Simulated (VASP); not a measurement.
Here is a VASP 6.6.1 calculation.

Contents of INCAR:

```
PREC     = Accurate       # precision mode
ENCUT    = 520            # plane-wave cutoff, eV
EDIFF    = 1E-7           # SCF threshold, eV
ISMEAR   = 0              # smearing method
SIGMA    = 0.05           # smearing width, eV
LREAL    = F              # projectors in reciprocal space
LASPH    = T              # aspherical terms in the spheres
NELM     = 100            # most SCF steps
ALGO     = Normal         # electronic algorithm
ISIF     = 2              # what is computed and relaxed
LWAVE    = F              # write WAVECAR
LCHARG   = T              # write CHGCAR
GGA      = PE             # functional
LELF     = T              # ELF
LVHAR    = T            
NBANDS   = 28             # bands
```

The input KPOINTS:

```
Automatic mesh
0
Gamma
  8 8 8
```

The input POSCAR:

```
BaTiO3
1.0
    4.0359482420     -0.0031561106      0.0146195375
   -0.0031561106      4.0038042520     -0.0436906273
    0.0146197174     -0.0436911650      4.0055284684
Ba Ti O
1 1 3
Direct
   -0.0000006521     -0.0088992771      0.0071687811
    0.4839311396      0.4859352571      0.4807513754
    0.5323418355      0.5175077529     -0.0050253734
    0.4960091283      0.0088418169      0.4857628591
   -0.0122814513      0.4966144502      0.5313423578
```

Potentials or basis: VASP PAW PBE potentials, release 64 (Ba_sv, Ti_sv, O).

Launch:

```console
$ cat potpaw_PBE.64/Ba_sv/POTCAR potpaw_PBE.64/Ti_sv/POTCAR potpaw_PBE.64/O/POTCAR > POTCAR
$ mpirun -np 1 vasp_std > vasp.out
```

Question: Predict the pressure.

Answer: 3.0 GPa.

Question: What does it give for the largest force?

Answer: 1.419 eV/Å.

Question: Estimate the band gap on the k mesh.

Answer: 1.81 eV, indirect (least direct gap 2.03 eV).

Forces on the atoms (eV/Å):
```
Ba  -0.136  0.171 -0.378
Ti   0.351 -0.125  0.337
O   -1.065 -0.359  0.814
O   -0.250  0.229  0.122
O    1.098  0.084 -0.895
```

Caveat: the cell differs from its parent crystal (atoms moved at random and the cell strained at random); spin-orbit coupling is left out, which moves the levels of the heavy elements; forces of over 1 eV/Å act on the atoms, so gaps and moduli don't describe the material at rest. A k mesh can miss the band edges.
